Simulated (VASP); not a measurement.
Crystal: Co.

```
Co
1.0
     2.50307    0.00000    0.00000
    -1.25154    2.16772    0.00000
     0.00000    0.00000    8.19467
Co
4
Cartesian
  1.2515 0.7226 6.1460
  0.0000 0.0000 4.0973
  0.0000 1.4451 2.0487
  0.0000 0.0000 0.0000
```

This cell differs from its parent crystal: volume scaled by 1.04.

Base run:

```yaml
Program: VASP 6.6.1
Functional: LDA
Potentials_or_basis: VASP PAW LDA potentials, release 64 (Co)
Cutoff: 520 eV
k_mesh: 12 × 12 × 4
Occupations: fermi-dirac, width 0.05 eV
Spin: collinear spin, ferromagnetic start
Starting_moments: "[2.0, 2.0, 2.0, 2.0] μB"
```

Its results: pressure -22.2 GPa; net moment 6.39 μB per cell; site moments Co +1.61, +1.59 μB.

Q: The run is repeated on the same cell with these changes: functional from LDA to SVWN5; potentials or basis from VASP PAW LDA potentials, release 64 (Co) to VASP PAW PBE potentials, release 64 (Co). What comes out?

A: Pressure -23.9 GPa; net moment 6.04 μB per cell; site moments Co +1.52, +1.50 μB.

Caveats: the PAW data sets were made with another functional, which shifts forces and pressure a little (some runs).
